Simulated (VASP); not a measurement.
# BaZrO3 (Pm-3m) in VASP: notebook

Runs on BaZrO3. Level: PBE+D3(BJ). Tasks: single point.

Program: VASP 6.6.1. These are calculated values, not measurements. Logs are shortened: lines on timing, memory, paths and dates and some standing lists are left out, and cuts for length are marked.

**1. The cell of the first run**

The structure is cubic, space group Pm-3m (No. 221). The conventional cell has a = 4.106 Å, b = 4.106 Å, c = 4.106 Å, α = 90.00°, β = 90.00°, γ = 90.00°. Within 3.8 Å of Ba (site symmetry m-3m) lie 12 O at 2.90 Å and 8 Zr at 3.56 Å. Within 2.7 Å of Zr (site symmetry m-3m) lie 6 O at 2.05 Å. Within 2.7 Å of O (site symmetry 4/mmm) lie 2 Zr at 2.05 Å.

**2. Single point, PBE+D3(BJ)**

The input, INCAR:

```
PREC = Accurate
ENCUT = 520
EDIFF = 1E-6
ISMEAR = 1
SIGMA = 0.1
LREAL = F
LASPH = T
NELM = 80
ALGO = Normal
ISIF = 2
LWAVE = F
LCHARG = F
GGA = PE
IVDW = 12
NBANDS = 28
```

The input, KPOINTS:

```
Automatic mesh
0
Gamma
  6 6 6
```

The input, POSCAR:

```
BaZrO3
1.0
    4.1057784409      0.0000000000      0.0000000000
    0.0000000000      4.1057784409      0.0000000000
    0.0000000000      0.0000000000      4.1057784409
Ba Zr O
1 1 3
Direct
    0.0000000000      0.0000000000      0.0000000000
    0.5000000000      0.5000000000      0.5000000000
    0.0000000000      0.5000000000      0.5000000000
    0.5000000000      0.0000000000      0.5000000000
    0.5000000000      0.5000000000      0.0000000000
```

Potentials or basis: VASP PAW PBE potentials, release 64 (Ba_sv, Zr_sv, O).

Command:

```
$ cat potpaw_PBE.64/Ba_sv/POTCAR potpaw_PBE.64/Zr_sv/POTCAR potpaw_PBE.64/O/POTCAR > POTCAR
$ mpirun -np 1 vasp_std > vasp.out
```

OUTCAR:

```text
PREC = Accurate
   ENCUT = 520
   EDIFF = 1E-6
   ISMEAR = 1
   LREAL = F
   LASPH = T
   NELM = 80
   ISIF = 2
   GGA = PE
   IVDW = 12
 IVDW          = 12

 ion  position               nearest neighbor table
   1  0.000  0.000  0.000-   3 2.90   4 2.90   5 2.90   3 2.90   4 2.90   3 2.90   5 2.90   3 2.90
                             4 2.90   5 2.90   4 2.90   5 2.90   2 3.56   2 3.56   2 3.56   2 3.56
   2  0.500  0.500  0.500-   3 2.05   4 2.05   5 2.05   5 2.05   4 2.05   3 2.05   1 3.56   1 3.56
                             1 3.56   1 3.56   1 3.56   1 3.56   1 3.56   1 3.56
   3  0.000  0.500  0.500-   2 2.05   2 2.05   1 2.90   1 2.90   1 2.90   1 2.90
   4  0.500  0.000  0.500-   2 2.05   2 2.05   1 2.90   1 2.90   1 2.90   1 2.90
   5  0.500  0.500  0.000-   2 2.05   2 2.05   1 2.90   1 2.90   1 2.90   1 2.90

  LATTYP: Found a simple cubic cell.
 ALAT       =     4.1057784409

  Lattice vectors:

 A1 = (   4.1057784409,   0.0000000000,   0.0000000000)
 A2 = (   0.0000000000,   4.1057784409,   0.0000000000)
 A3 = (   0.0000000000,   0.0000000000,   4.1057784409)

Analysis of symmetry for initial positions (statically):
=====================================================================
 Subroutine PRICEL returns:
 Original cell was already a primitive cell.

 Routine SETGRP: Setting up the symmetry group for a
 simple cubic supercell.

 Subroutine GETGRP returns: Found 48 space group operations
 (whereof 48 operations were pure point group operations)
 out of a pool of 48 trial point group operations.

The static configuration has the point symmetry O_h .

Analysis of symmetry for dynamics (positions and initial velocities):
=====================================================================
 Subroutine PRICEL returns:
 Original cell was already a primitive cell.

 Routine SETGRP: Setting up the symmetry group for a
 simple cubic supercell.

 Subroutine GETGRP returns: Found 48 space group operations
 (whereof 48 operations were pure point group operations)
 out of a pool of 48 trial point group operations.

The dynamic configuration has the point symmetry O_h .

 Subroutine INISYM returns: Found 48 space group operations
 (whereof 48 operations are pure point group operations),
 and found     1 'primitive' translations

----------------------------------------------------------------------------------------

                                     Primitive cell

  volume of cell :      69.2128

  direct lattice vectors                    reciprocal lattice vectors
     4.105778441  0.000000000  0.000000000     0.243559173  0.000000000  0.000000000
     0.000000000  4.105778441  0.000000000     0.000000000  0.243559173  0.000000000
     0.000000000  0.000000000  4.105778441     0.000000000  0.000000000  0.243559173

  length of vectors
     4.105778441  4.105778441  4.105778441     0.243559173  0.243559173  0.243559173

  position of ions in fractional coordinates (direct lattice)
     0.000000000  0.000000000  0.000000000
     0.500000000  0.500000000  0.500000000
     0.000000000  0.500000000  0.500000000
     0.500000000  0.000000000  0.500000000
     0.500000000  0.500000000  0.000000000

  ion indices of the primitive-cell ions
   primitive index   ion index
                 1           1
                 2           2
                 3           3
                 4           4
                 5           5

----------------------------------------------------------------------------------------

 KPOINTS: Automatic mesh

Automatic generation of k-mesh.
 Grid dimensions read from file:
 generate k-points for:    6    6    6

 Generating k-lattice:

  Cartesian coordinates                     Fractional coordinates (reciprocal lattice)
     0.040593195  0.000000000  0.000000000     0.166666667  0.000000000  0.000000000
     0.000000000  0.040593195  0.000000000     0.000000000  0.166666667  0.000000000
     0.000000000  0.000000000  0.040593195     0.000000000  0.000000000  0.166666667

  Length of vectors
     0.040593195  0.040593195  0.040593195

  Shift w.r.t. Gamma in fractional coordinates (k-lattice)
     0.000000000  0.000000000  0.000000000

 Subroutine IBZKPT returns following result:
 ===========================================

 Found     20 irreducible k-points:

 Following reciprocal coordinates:
            Coordinates               Weight
  0.000000  0.000000  0.000000      1.000000
  0.166667  0.000000  0.000000      6.000000
  0.333333  0.000000  0.000000      6.000000
  0.500000  0.000000  0.000000      3.000000
  0.166667  0.166667  0.000000     12.000000
  0.333333  0.166667  0.000000     24.000000
[... 12 lines left out ...]
  0.500000  0.500000  0.333333      6.000000
  0.500000  0.500000  0.500000      1.000000
   k-points           NKPTS =     20   k-points in BZ     NKDIM =     20   number of bands    NBANDS=     28
   number of dos      NEDOS =    301   number of ions     NIONS =      5
   total plane-waves  NPLWV =  32768
   dimension x,y,z NGX =    32 NGY =   32 NGZ =   32
   dimension x,y,z NGXF=    64 NGYF=   64 NGZF=   64
   ions per type =               1   1   3
   NGX,Y,Z   is equivalent  to a cutoff of  12.96, 12.96, 12.96 a.u.
   NGXF,Y,Z  is equivalent  to a cutoff of  25.91, 25.91, 25.91 a.u.
 SYSTEM =  unknown system
   PREC   = accura    normal or accurate (medium, high low for compatibility)
   ISTART =      0    job   : 0-new  1-cont  2-samecut
   ICHARG =      2    charge: 1-file 2-atom 10-const
   ISPIN  =      1    spin polarized calculation?
   LNONCOLLINEAR =      F non collinear calculations
   LSORBIT =      F    spin-orbit coupling
   LASPH  =      T    aspherical Exc in radial PAW
   ENCUT  =  520.0 eV  38.22 Ry    6.18 a.u.   7.63  7.63  7.63*2*pi/ulx,y,z
   NELM   =     80;   NELMIN=  2; NELMDL= -5     # of ELM steps
   EDIFF  = 0.1E-05   stopping-criterion for ELM
   LREAL  =      F    real-space projection
   EDIFFG = 0.1E-04   stopping-criterion for IOM
   NSW    =      0    number of steps for IOM
   IBRION =     -1    ionic relax: 0-MD 1-quasi-New 2-CG
   NFREE  =      0    steps in history (QN), initial steepest desc. (CG)
   ISIF   =      2    stress and relaxation
   ISYM   =      2    0-nonsym 1-usesym 2-fastsym
   POTIM  = 0.5000    time-step for ionic-motion
   TEBEG  =    0.0;   TEEND  =   0.0 temperature during run
   PSTRESS=    0.0 pullay stress
   NELECT =      40.0000    total number of electrons
   NUPDOWN=      -1.0000    fix difference up-down
   EMIN   =  10.00;   EMAX   =-10.00  energy-range for DOS
   EFERMI =   0.00;   METHOD = LEGACY
   ISMEAR =     1;   SIGMA  =   0.10  broadening in eV -4-tet -1-fermi 0-gaus
   EFERMI_NEDOS =   21; number of points for ismear=-14 and -15
   IALGO  =     38    algorithm
   IMIX   =      4    mixing-type and parameters
     AMIX     =   0.40;   BMIX     =  1.00
     AMIX_MAG =   1.60;   BMIX_MAG =  1.00
  volume/ion in A,a.u.               =      13.84        93.41
  Fermi-wavevector in a.u.,A,eV,Ry     =   1.363639  2.576903 25.300176  1.859511
  Thomas-Fermi vector in A             =   2.490024
   LORBIT       =      0    0 simple, 1 ext, 2 COOP (PROOUT), +10 PAW based schemes
   GGA     = PE    functional components
   LHFCALC =     F    Hartree Fock is set to
   AEXX    =    0.0000 exact exchange contribution
   IVDW    =    12    specifies the selected vdW correction
   LEPSILON=     F    determine dielectric tensor
   LRPA    =     F    only Hartree local field effects (RPA)
 non-spin polarized calculation
 Methfessel and Paxton  Order N= 1 SIGMA  =   0.10
  energy-cutoff  :      520.00
  volume of cell :       69.21
 maximum number of plane-waves:      1888
 NGX is ok and might be reduce to    32
   NGX = 15   NGY = 15   NGZ = 15

 number of electron      40.0000022 magnetization

 Free energy of the ion-electron system (eV)
  ---------------------------------------------------
  ext. energy  EPLUGINS =         0.00000000
  ---------------------------------------------------
  free energy    TOTEN  =       -41.38199898 eV

  energy without entropy =      -41.38261540  energy(sigma->0) =      -41.38220445

 E-fermi :   4.3019     XC(G=0): -11.0875

 val. band max:        4.2443985976   @ k =   0.5000   0.5000   0.5000
 cond. band min:       7.5625461558   @ k =   0.0000   0.0000   0.0000
 fundamental gap:      3.3181475582
 Fermi energy:         4.3018627083

 k-point     1 :       0.0000    0.0000    0.0000
  band No.  band energies     occupation
      1     -42.3880      2.00000
      2     -20.8909      2.00000
      3     -20.6412      2.00000
      4     -20.6412      2.00000
      5     -20.6412      2.00000
      6     -12.2255      2.00000
[... 20 lines left out ...]
     27      12.3696      0.00000
     28      12.3696      0.00000

 k-point     2 :       0.1667    0.0000    0.0000
  band No.  band energies     occupation
      1     -42.3868      2.00000
      2     -20.9684      2.00000
      3     -20.6388      2.00000
      4     -20.6388      2.00000
      5     -20.6292      2.00000
      6     -12.2579      2.00000
[... 20 lines left out ...]
     27      12.3726      0.00000
     28      12.8011      0.00000

 k-point     3 :       0.3333    0.0000    0.0000
  band No.  band energies     occupation
      1     -42.3844      2.00000
      2     -21.1215      2.00000
      3     -20.6339      2.00000
      4     -20.6339      2.00000
      5     -20.5976      2.00000
      6     -12.4091      2.00000
[... 20 lines left out ...]
     27      12.3738      0.00000
     28      12.7757      0.00000

 k-point     4 :       0.5000    0.0000    0.0000
  band No.  band energies     occupation
      1     -42.3831      2.00000
      2     -21.1955      2.00000
      3     -20.6315      2.00000
      4     -20.6315      2.00000
      5     -20.5801      2.00000
      6     -12.4881      2.00000
[... 20 lines left out ...]
     27      12.3682      0.00000
     28      13.1734      0.00000

 k-point     5 :       0.1667    0.1667    0.0000
  band No.  band energies     occupation
      1     -42.3856      2.00000
      2     -20.9876      2.00000
      3     -20.7278      2.00000
      4     -20.6364      2.00000
      5     -20.5882      2.00000
      6     -12.2110      2.00000
[... 20 lines left out ...]
     27      12.7332      0.00000
     28      12.8361      0.00000

 k-point     6 :       0.3333    0.1667    0.0000
  band No.  band energies     occupation
      1     -42.3832      2.00000
      2     -21.0885      2.00000
      3     -20.7457      2.00000
      4     -20.6316      2.00000
      5     -20.5940      2.00000
      6     -12.2808      2.00000
[... 339 lines left out ...]
      5     -20.6853      2.00000
      6     -11.3342      2.00000
[... 20 lines left out ...]
     27      12.8971      0.00000
     28      12.8971      0.00000

 k-point    18 :       0.5000    0.3333    0.3333
  band No.  band energies     occupation
      1     -42.3759      2.00000
      2     -20.9851      2.00000
      3     -20.8821      2.00000
      4     -20.8789      2.00000
      5     -20.7158      2.00000
      6     -11.2725      2.00000
[... 20 lines left out ...]
     27      12.8849      0.00000
     28      13.5979      0.00000

 k-point    19 :       0.5000    0.5000    0.3333
  band No.  band energies     occupation
      1     -42.3747      2.00000
      2     -20.9596      2.00000
      3     -20.9596      2.00000
      4     -20.8772      2.00000
      5     -20.7269      2.00000
      6     -11.1643      2.00000
[... 20 lines left out ...]
     27      13.1567      0.00000
     28      13.9409      0.00000

 k-point    20 :       0.5000    0.5000    0.5000
  band No.  band energies     occupation
      1     -42.3735      2.00000
      2     -20.9561      2.00000
      3     -20.9561      2.00000
      4     -20.9561      2.00000
      5     -20.7148      2.00000
      6     -10.8108      2.00000
[... 20 lines left out ...]
     27      13.8037      0.00000
     28      13.8037      0.00000

------------------------ aborting loop because EDIFF is reached ----------------------------------------

 Edisp (eV)   -1.30991

 E8    (eV) :    -0.6137

  FORCE on cell =-STRESS in cart. coord.  units (eV):
  Direction    XX          YY          ZZ          XY          YZ          ZX
  --------------------------------------------------------------------------------------
  -------------------------------------------------------------------------------------
  Total       6.08731     6.08731     6.08731    -0.00000     0.00000    -0.00000
  in kB     140.91258   140.91258   140.91258    -0.00000     0.00000    -0.00000
  external pressure =      140.91 kB  Pullay stress =        0.00 kB

 VOLUME and BASIS-vectors are now :
 -----------------------------------------------------------------------------
  energy-cutoff  :      520.00
  volume of cell :       69.21
      direct lattice vectors                 reciprocal lattice vectors
     4.105778441  0.000000000  0.000000000     0.243559173  0.000000000  0.000000000
     0.000000000  4.105778441  0.000000000     0.000000000  0.243559173  0.000000000
     0.000000000  0.000000000  4.105778441     0.000000000  0.000000000  0.243559173

 POSITION                                       TOTAL-FORCE (eV/Angst)
 -----------------------------------------------------------------------------------
      0.00000      0.00000      0.00000         0.000000      0.000000      0.000000
      2.05289      2.05289      2.05289         0.000000      0.000000      0.000000
      0.00000      2.05289      2.05289         0.000000      0.000000      0.000000
      2.05289      0.00000      2.05289         0.000000      0.000000      0.000000
      2.05289      2.05289      0.00000         0.000000      0.000000      0.000000
 -----------------------------------------------------------------------------------
    total drift:                                0.000000     -0.000000     -0.000000

  FREE ENERGIE OF THE ION-ELECTRON SYSTEM (eV)
  ---------------------------------------------------
  free  energy   TOTEN  =       -42.6919044636 eV

  energy  without entropy=      -42.6925208854  energy(sigma->0) =      -42.69210994
```

It took 41 s on 1 thread of Intel Xeon 8259CL, shared host; peak memory 0.21 GiB.

Results:

| Property | Result |
| --- | --- |
| Free energy | -42.6919 eV |
| Pressure | 14.1 GPa |
| Band gap on the k mesh | 3.32 eV, indirect (least direct gap 3.46 eV) |
| Dispersion energy per atom | -0.262 eV |

Caveat: three body term missing; spin-orbit coupling is left out, which moves the levels of the heavy elements.

**3. Single point, PBE+D3(BJ)**

This run uses another cell than the first one, of 14.14 Å³/atom, 1.021 times its volume.

The input, INCAR:

```
SYSTEM = BaZrO3
PREC = Accurate ; ENCUT = 520
EDIFF = 1E-6 ; ISMEAR = 1
SIGMA = 0.1 ; LREAL = .False.
LASPH = .True. ; NELM = 60
ALGO = Normal ; ISIF = 2
LWAVE = .False. ; LCHARG = .False.
GGA = PE ; IVDW = 12
NBANDS = 28
```

The input, KPOINTS:

```
Automatic mesh
0
Gamma
  6 6 6
  0 0 0
```

Edit POSCAR of step 2 so:

```diff
@@ -2,5 +2,5 @@
 1.0
-    4.1057784409      0.0000000000      0.0000000000
-    0.0000000000      4.1057784409      0.0000000000
-    0.0000000000      0.0000000000      4.1057784409
+    4.1346933262      0.0000000000      0.0000000000
+    0.0000000000      4.1346933262      0.0000000000
+    0.0000000000      0.0000000000      4.1346933262
 Ba Zr O
```

Potentials or basis: VASP PAW PBE potentials, release 64 (Ba_sv, Zr_sv, O).

Command:

```
$ cat potpaw_PBE.64/Ba_sv/POTCAR potpaw_PBE.64/Zr_sv/POTCAR potpaw_PBE.64/O/POTCAR > POTCAR
$ mpirun -np 1 vasp_std > vasp.out
```

Wall time 46 s (1 thread of Intel Xeon 8259CL, shared host); peak memory 0.21 GiB.

It converged, with:

```
Free energy                : -42.8027 eV
Pressure                   : 9.8 GPa
Band gap on the k mesh     : 3.28 eV, indirect (least direct gap 3.45 eV)
Dispersion energy per atom : -0.256 eV
```

Levels at points of the mesh, in eV from the valence-band top:
```
           k point  band 18  band 19  band 20  band 21  band 22  band 23
(0.00, 0.00, 0.00)    -0.17    -0.17    -0.17     3.28     3.28     3.28
(0.50, 0.00, 0.00)    -1.79    -0.38    -0.38     3.76     5.98     5.98
(0.50, 0.50, 0.00)    -0.92    -0.68    -0.08     5.95     5.95     6.69
(0.50, 0.50, 0.50)     0.00     0.00     0.00     6.14     6.14     6.14
```

Caveat: three body term missing; spin-orbit coupling is left out, which moves the levels of the heavy elements. A k mesh can miss the band edges.

**4. Single point, PBE+D3(BJ)**

This run uses another cell than the first one, of 14.43 Å³/atom, 1.043 times its volume.

The input, INCAR:

```
SYSTEM = BaZrO3
ALGO = Normal ; EDIFF = 1E-6
ENCUT = 520 ; GGA = PE
ISIF = 2 ; ISMEAR = 1
IVDW = 12 ; LASPH = .TRUE.
LCHARG = .FALSE. ; LREAL = .FALSE.
LWAVE = .FALSE. ; NBANDS = 28
NELM = 80 ; PREC = Accurate
SIGMA = 0.1
```

The input, KPOINTS:

```
k-points
0
G
  6 6 6
  0 0 0
```

Edit POSCAR of step 3 so:

```diff
@@ -2,5 +2,5 @@
 1.0
-    4.1346933262      0.0000000000      0.0000000000
-    0.0000000000      4.1346933262      0.0000000000
-    0.0000000000      0.0000000000      4.1346933262
+    4.1632093537      0.0000000000      0.0000000000
+    0.0000000000      4.1632093537      0.0000000000
+    0.0000000000      0.0000000000      4.1632093537
 Ba Zr O
```

Command:

```
$ cat potpaw_PBE.64/Ba_sv/POTCAR potpaw_PBE.64/Zr_sv/POTCAR potpaw_PBE.64/O/POTCAR > POTCAR
$ mpirun -np 1 vasp_std > vasp.out
```

Wall time 46 s (1 thread of Intel Xeon 8259CL, shared host); peak memory 0.21 GiB.

Results (log left out):

- Free energy: -42.8759 eV
- Pressure: 5.9 GPa
- Band gap on the k mesh: 3.23 eV, indirect (least direct gap 3.43 eV)
- Dispersion energy per atom: -0.251 eV

Levels at points of the mesh, in eV from the valence-band top:
```csv
k point,band 18,band 19,band 20,band 21,band 22,band 23
"(0.00, 0.00, 0.00)",-0.20,-0.20,-0.20,3.23,3.23,3.23
"(0.50, 0.00, 0.00)",-1.73,-0.42,-0.42,3.70,5.85,5.85
"(0.50, 0.50, 0.00)",-0.93,-0.74,-0.08,5.81,5.81,6.58
"(0.50, 0.50, 0.50)",0.00,0.00,0.00,6.06,6.06,6.06
```

Caveat: three body term missing; spin-orbit coupling is left out, which moves the levels of the heavy elements.

**5. Summary**

```tsv
cell	gap on the mesh (eV)	pressure (GPa)
a = 4.106 Å, 5 atoms	3.32	14.1
a = 4.135 Å, 5 atoms	3.28	9.8
a = 4.163 Å, 5 atoms	3.23	5.9
```

Alike in all rows: task single point; level PBE+D3(BJ); potentials or basis VASP PAW PBE potentials, release 64 (Ba_sv, Zr_sv, O); no spin polarisation; k mesh 6 × 6 × 6; cutoff (eV) 520; smearing methfessel-paxton 0.1 eV.

Caveats: three body term missing; spin-orbit coupling is left out, which moves the levels of the heavy elements.

Absolute energies hang on the potentials; compare differences alone.
